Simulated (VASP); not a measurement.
A run of VASP 6.6.1 is set up as follows.

INCAR

```
PREC     = Accurate       # precision mode
ENCUT    = 600            # plane-wave cutoff, eV
EDIFF    = 1E-6           # SCF threshold, eV
ISMEAR   = -1             # smearing method
SIGMA    = 0.15           # smearing width, eV
LREAL    = F              # projectors in reciprocal space
LASPH    = T              # aspherical terms in the spheres
NELM     = 60             # most SCF steps
ALGO     = Normal         # electronic algorithm
ISIF     = 3              # what is computed and relaxed
LWAVE    = F              # write WAVECAR
LCHARG   = F              # write CHGCAR
GGA      = PS             # functional
IBRION   = 2              # ionic algorithm
NSW      = 80             # ionic steps
EDIFFG   = -0.001         # ionic threshold
PSTRESS  = 400.0
```

File KPOINTS:

```
regular mesh
0
Gamma
  16 16 16
```

Contents of POSCAR:

```
TaN
1.0
    0.0000000000      2.1884211802      2.1884211802
    2.1884211802      0.0000000000      2.1884211802
    2.1884211802      2.1884211802      0.0000000000
Ta N
1 1
Direct
    0.5000000000      0.5000000000      0.5000000000
    0.0000000000      0.0000000000      0.0000000000
```

Potentials or basis: VASP PAW PBE potentials, release 64 (Ta_pv, N).

Command:

```bash
$ cat potpaw_PBE.64/Ta_pv/POTCAR potpaw_PBE.64/N/POTCAR > POTCAR
$ mpirun -np 1 vasp_std > vasp.out
```

**Question.** What does it give for the space group after relaxing (to 0.1 Å)?

**Answer.** Fm-3m (No. 225).

**Question.** Estimate the band gap on the k mesh.

**Answer.** Zero (bands 8 and 9 overlap by 4.69 eV).

Final structure:
```
Ta N
1.0
     0.00000    2.12440    2.12440
     2.12440    0.00000    2.12440
     2.12440    2.12440    0.00000
Ta N
1 1
Direct
  0.50000 0.50000 0.50000
  0.00000 0.00000 0.00000
```

Caveat: the cell is relaxed towards a set pressure, so the run minimises the enthalpy, not the energy; the highest band is partly filled, so the run has too few bands; spin-orbit coupling is left out, which moves the levels of the heavy elements.
